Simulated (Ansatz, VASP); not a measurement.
**TiSi in VASP and in Ansatz**

```
Ti Si
1.0
     0.00000    2.85650    2.85650
     2.85650    0.00000    2.85650
     2.85650    2.85650    0.00000
Ti Si
1 1
Direct
  0.00000 0.00000 0.00000
  0.25000 0.25000 0.25000
```

Alike in both runs: functional PBEsol; k mesh 6 × 6 × 6; occupations gaussian, width 0.1 eV; no spin polarisation.

Ansatz relaxed the structure, and its values are those at the end. VASP's run is a single point on that final structure, the one shown.

|  | VASP | Ansatz |
| --- | --- | --- |
| version | VASP 6.6.1 | Ansatz 0.2.0 |
| potentials or method | VASP PAW PBE potentials, release 64 (Ti_sv, Si), cutoff 520 eV | scalar-relativistic, plane waves, PAW |
| valence electrons in the cell | 16 | 16 |

```csv
,VASP,Ansatz,Ansatz less VASP
gap on the k mesh at the Fermi level (eV),0.04,0.04,+0.001
least direct gap on the mesh (eV),0.04,0.04,+0.001
pressure (GPa),0.2,0.1,-0.05
```

VASP's potentials were made for PBE, not for PBEsol. The functional is the same, so the differences come from potentials, cutoffs and numerics.
